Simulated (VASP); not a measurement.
# LiCl (I4/mmm) in VASP: single point with PBE

Aim: the single point of LiCl with PBE.

All numbers are computed with VASP 6.6.1; they aren't measurements. Logs are shortened: lines on timing, memory, paths and dates and some standing lists are left out, and cuts for length are marked.

**1. The cell of the first run**

The structure is tetragonal, space group I4/mmm (No. 139). The conventional cell has a = 3.772 Å, b = 3.772 Å, c = 5.130 Å, α = 90.00°, β = 90.00°, γ = 90.00°. Within 3.4 Å of Li (site symmetry 4/mmm) lie 6 Cl at 2.56 to 2.67 Å. Within 3.4 Å of Cl (site symmetry 4/mmm) lie 6 Li at 2.56 to 2.67 Å.

**2. Single point, PBE (x and y stretched by +4 %, z held)**

The input, INCAR:

```
ALGO     = Normal         # electronic algorithm
EDIFF    = 1E-7           # SCF threshold, eV
ENCUT    = 520            # plane-wave cutoff, eV
GGA      = PE             # functional
ISIF     = 2              # what is computed and relaxed
ISMEAR   = -1             # smearing method
LASPH    = T              # aspherical terms in the spheres
LCHARG   = F              # write CHGCAR
LREAL    = F              # projectors in reciprocal space
LWAVE    = F              # write WAVECAR
NBANDS   = 12             # bands
NELM     = 100            # most SCF steps
PREC     = Accurate       # precision mode
SIGMA    = 0.03           # smearing width, eV
```

The input, KPOINTS:

```
k-points
0
Gamma
  9 9 9
```

The input, POSCAR:

```
LiCl
1.0
    0.0000000000      2.6673504000      2.5647600000
    2.6673504000      0.0000000000      2.5647600000
    2.6673504000      2.6673504000      0.0000000000
Li Cl
1 1
Direct
    0.0000000000      0.0000000000      0.0000000000
    0.5000000000      0.5000000000      0.5000000000
```

Potentials or basis: VASP PAW PBE potentials, release 64 (Li_sv, Cl).

Started as:

```sh
> cat potpaw_PBE.64/Li_sv/POTCAR potpaw_PBE.64/Cl/POTCAR > POTCAR
> mpirun -np 1 vasp_std > vasp.out
```

OUTCAR:

```text
EDIFF = 1E-7
   ENCUT = 520
   GGA = PE
   ISIF = 2
   ISMEAR = -1
   LASPH = T
   LREAL = F
   NELM = 100
   PREC = Accurate

 ion  position               nearest neighbor table
   1  0.000  0.000  0.000-   2 2.56   2 2.56
   2  0.500  0.500  0.500-   1 2.56   1 2.56

  LATTYP: Found a body centered tetragonal cell.
 ALAT       =     3.7722031113
 C/A-ratio  =     1.3598207331

  Lattice vectors:

 A1 = (   0.0000000000,  -2.6673504000,  -2.5647600000)
 A2 = (   0.0000000000,   2.6673504000,  -2.5647600000)
 A3 = (   2.6673504000,   0.0000000000,   2.5647600000)

Analysis of symmetry for initial positions (statically):
=====================================================================
 Subroutine PRICEL returns:
 Original cell was already a primitive cell.

 Routine SETGRP: Setting up the symmetry group for a
 body centered tetragonal supercell.

 Subroutine GETGRP returns: Found 16 space group operations
 (whereof 16 operations were pure point group operations)
 out of a pool of 16 trial point group operations.

The static configuration has the point symmetry D_4h.

Analysis of symmetry for dynamics (positions and initial velocities):
=====================================================================
 Subroutine PRICEL returns:
 Original cell was already a primitive cell.

 Routine SETGRP: Setting up the symmetry group for a
 body centered tetragonal supercell.

 Subroutine GETGRP returns: Found 16 space group operations
 (whereof 16 operations were pure point group operations)
 out of a pool of 16 trial point group operations.

The dynamic configuration has the point symmetry D_4h.

 Subroutine INISYM returns: Found 16 space group operations
 (whereof 16 operations are pure point group operations),
 and found     1 'primitive' translations

----------------------------------------------------------------------------------------

                                     Primitive cell

  volume of cell :      36.4953

  direct lattice vectors                    reciprocal lattice vectors
     0.000000000  2.667350400  2.564760000    -0.187451937  0.187451937  0.194950015
     2.667350400  0.000000000  2.564760000     0.187451937 -0.187451937  0.194950015
     2.667350400  2.667350400  0.000000000     0.187451937  0.187451937 -0.194950015

  length of vectors
     3.700371875  3.700371875  3.772203111     0.329062252  0.329062252  0.329062252

  position of ions in fractional coordinates (direct lattice)
     0.000000000  0.000000000  0.000000000
     0.500000000  0.500000000  0.500000000

  ion indices of the primitive-cell ions
   primitive index   ion index
                 1           1
                 2           2

----------------------------------------------------------------------------------------

 KPOINTS: k-points

Automatic generation of k-mesh.
 Grid dimensions read from file:
 generate k-points for:    9    9    9

 Generating k-lattice:

  Cartesian coordinates                     Fractional coordinates (reciprocal lattice)
    -0.020827993  0.020827993  0.021661113     0.111111111  0.000000000  0.000000000
     0.020827993 -0.020827993  0.021661113     0.000000000  0.111111111  0.000000000
     0.020827993  0.020827993 -0.021661113    -0.000000000 -0.000000000  0.111111111

  Length of vectors
     0.036562472  0.036562472  0.036562472

  Shift w.r.t. Gamma in fractional coordinates (k-lattice)
     0.000000000  0.000000000  0.000000000

 Subroutine IBZKPT returns following result:
 ===========================================

 Found     75 irreducible k-points:

 Following reciprocal coordinates:
            Coordinates               Weight
  0.000000  0.000000  0.000000      1.000000
  0.111111 -0.000000  0.000000      8.000000
  0.222222 -0.000000  0.000000      8.000000
  0.333333 -0.000000  0.000000      8.000000
  0.444444 -0.000000  0.000000      8.000000
  0.111111  0.111111  0.000000      2.000000
[... 16 lines left out ...]
 -0.333333  0.333333  0.000000      4.000000
  0.444444  0.444444  0.000000      2.000000
 [... further k-points ...]
   k-points           NKPTS =     75   k-points in BZ     NKDIM =     75   number of bands    NBANDS=     12
   number of dos      NEDOS =    301   number of ions     NIONS =      2
   total plane-waves  NPLWV =  21952
   dimension x,y,z NGX =    28 NGY =   28 NGZ =   28
   dimension x,y,z NGXF=    56 NGYF=   56 NGZF=   56
   ions per type =               1   1
   NGX,Y,Z   is equivalent  to a cutoff of  12.58, 12.58, 12.34 a.u.
   NGXF,Y,Z  is equivalent  to a cutoff of  25.16, 25.16, 24.68 a.u.
 SYSTEM =  unknown system
   PREC   = accura    normal or accurate (medium, high low for compatibility)
   ISTART =      0    job   : 0-new  1-cont  2-samecut
   ICHARG =      2    charge: 1-file 2-atom 10-const
   ISPIN  =      1    spin polarized calculation?
   LNONCOLLINEAR =      F non collinear calculations
   LSORBIT =      F    spin-orbit coupling
   LASPH  =      T    aspherical Exc in radial PAW
   ENCUT  =  520.0 eV  38.22 Ry    6.18 a.u.   6.88  6.88  7.01*2*pi/ulx,y,z
   NELM   =    100;   NELMIN=  2; NELMDL= -5     # of ELM steps
   EDIFF  = 0.1E-06   stopping-criterion for ELM
   LREAL  =      F    real-space projection
   EDIFFG = 0.1E-05   stopping-criterion for IOM
   NSW    =      0    number of steps for IOM
   IBRION =     -1    ionic relax: 0-MD 1-quasi-New 2-CG
   NFREE  =      0    steps in history (QN), initial steepest desc. (CG)
   ISIF   =      2    stress and relaxation
   ISYM   =      2    0-nonsym 1-usesym 2-fastsym
   POTIM  = 0.5000    time-step for ionic-motion
   TEBEG  =    0.0;   TEEND  =   0.0 temperature during run
   PSTRESS=    0.0 pullay stress
   NELECT =      10.0000    total number of electrons
   NUPDOWN=      -1.0000    fix difference up-down
   EMIN   =  10.00;   EMAX   =-10.00  energy-range for DOS
   EFERMI =   0.00;   METHOD = LEGACY
   ISMEAR =    -1;   SIGMA  =   0.03  broadening in eV -4-tet -1-fermi 0-gaus
   EFERMI_NEDOS =   21; number of points for ismear=-14 and -15
   IALGO  =     38    algorithm
   IMIX   =      4    mixing-type and parameters
     AMIX     =   0.40;   BMIX     =  1.00
     AMIX_MAG =   1.60;   BMIX_MAG =  1.00
  volume/ion in A,a.u.               =      18.25       123.14
  Fermi-wavevector in a.u.,A,eV,Ry     =   1.063316  2.009377 15.383317  1.130642
  Thomas-Fermi vector in A             =   2.198797
   LORBIT       =      0    0 simple, 1 ext, 2 COOP (PROOUT), +10 PAW based schemes
   GGA     = PE    functional components
   LHFCALC =     F    Hartree Fock is set to
   AEXX    =    0.0000 exact exchange contribution
   IVDW    =     0    specifies the selected vdW correction
   LEPSILON=     F    determine dielectric tensor
   LRPA    =     F    only Hartree local field effects (RPA)
 non-spin polarized calculation
  energy-cutoff  :      520.00
  volume of cell :       36.50
 maximum number of plane-waves:       998
   NGX = 13   NGY = 13   NGZ = 13

 number of electron      10.0000000 magnetization

 Free energy of the ion-electron system (eV)
  ---------------------------------------------------
  ext. energy  EPLUGINS =         0.00000000
  ---------------------------------------------------
  free energy    TOTEN  =        -7.36975370 eV

  energy without entropy =       -7.36975370  energy(sigma->0) =       -7.36975370

 E-fermi :   0.7212     XC(G=0):  -8.3944

 val. band max:        0.0528437243   @ k =   0.0000   0.0000   0.0000
 cond. band min:       5.9360227139   @ k =   0.0000   0.0000   0.0000
 fundamental gap:      5.8831789896
 Fermi energy:         0.7212147475

 k-point     1 :       0.0000    0.0000    0.0000
  band No.  band energies     occupation
      1     -43.6510      2.00000
      2     -13.1222      2.00000
      3      -0.0590      2.00000
      4       0.0528      2.00000
      5       0.0528      2.00000
      6       5.9360      0.00000
      7      11.7843      0.00000
      8      11.7844      0.00000
      9      12.1048      0.00000
     10      13.8406      0.00000
     11      13.8406      0.00000
     12      14.1487      0.00000

 k-point     2 :       0.1111   -0.0000    0.0000
  band No.  band energies     occupation
      1     -43.6508      2.00000
      2     -13.0716      2.00000
      3      -0.3747      2.00000
      4      -0.0316      2.00000
      5       0.0150      2.00000
      6       6.3084      0.00000
      7      11.1640      0.00000
      8      11.6343      0.00000
      9      11.9719      0.00000
     10      12.8266      0.00000
     11      13.0768      0.00000
     12      14.4978      0.00000

 k-point     3 :       0.2222   -0.0000    0.0000
  band No.  band energies     occupation
      1     -43.6503      2.00000
      2     -12.9388      2.00000
      3      -1.1859      2.00000
      4      -0.0834      2.00000
      5      -0.0772      2.00000
      6       6.8809      0.00000
      7      10.6015      0.00000
      8      10.6539      0.00000
      9      11.0755      0.00000
     10      13.4675      0.00000
     11      13.4989      0.00000
     12      14.9684      0.00000
[... 286 lines left out ...]
 k-point    23 :      -0.3333    0.3333    0.0000
  band No.  band energies     occupation
      1     -43.6488      2.00000
      2     -12.4957      2.00000
      3      -1.9267      2.00000
      4      -1.7485      2.00000
      5      -0.6095      2.00000
      6       8.0385      0.00000
      7      10.0915      0.00000
      8      10.7866      0.00000
      9      10.8954      0.00000
     10      13.9073      0.00000
     11      15.6727      0.00000
     12      17.8188      0.00000

 k-point    24 :       0.4444    0.4444    0.0000
  band No.  band energies     occupation
      1     -43.6486      2.00000
      2     -12.4432      2.00000
      3      -2.4683      2.00000
      4      -0.9861      2.00000
      5      -0.9861      2.00000
      6       7.7567      0.00000
      7       8.3624      0.00000
      8      11.8856      0.00000
      9      13.2309      0.00000
     10      13.2309      0.00000
     11      16.5979      0.00000
     12      18.3248      0.00000

 [... further k-points ...]

------------------------ aborting loop because EDIFF is reached ----------------------------------------

  FORCE on cell =-STRESS in cart. coord.  units (eV):
  Direction    XX          YY          ZZ          XY          YZ          ZX
  --------------------------------------------------------------------------------------
  -------------------------------------------------------------------------------------
  Total       -0.4752540     -0.4752540     -0.3087091      0.0000000      0.0000000      0.0000000
  in kB      -20.8640931    -20.8640931    -13.5526167      0.0000000      0.0000000      0.0000000
  external PRESSURE =     -18.4269343 kB  Pullay stress =       0.0000000 kB

 VOLUME and BASIS-vectors are now :
 -----------------------------------------------------------------------------
  energy-cutoff  :      520.00
  volume of cell :       36.50
      direct lattice vectors                 reciprocal lattice vectors
     0.000000000  2.667350400  2.564760000    -0.187451937  0.187451937  0.194950015
     2.667350400  0.000000000  2.564760000     0.187451937 -0.187451937  0.194950015
     2.667350400  2.667350400  0.000000000     0.187451937  0.187451937 -0.194950015

 POSITION                                       TOTAL-FORCE (eV/Angst)
 -----------------------------------------------------------------------------------
      0.00000      0.00000      0.00000         0.000000     -0.000000      0.000000
      2.66735      2.66735      2.56476        -0.000000      0.000000      0.000000
 -----------------------------------------------------------------------------------
    total drift:                                0.000000      0.000000      0.000000

  FREE ENERGIE OF THE ION-ELECTRON SYSTEM (eV)
  ---------------------------------------------------
  free  energy   TOTEN  =        -7.3697536957 eV

  energy  without entropy=       -7.3697536957  energy(sigma->0) =       -7.36975370
```

Run time: 39 s. Hardware: 1 thread of Intel Xeon Platinum 8488C (Sapphire Rapids), shared host; peak memory 0.16 GiB.

What came out:

```
Free energy            : -7.3698 eV
Band gap on the k mesh : 5.88 eV, direct
```

Caveat: the cell differs from its parent crystal (x and y stretched by +4 %, z held); the cutoff is under 1.25 times the usual one of these potentials, so pressure, stress and relaxed cells hold a basis-set (Pulay) error.
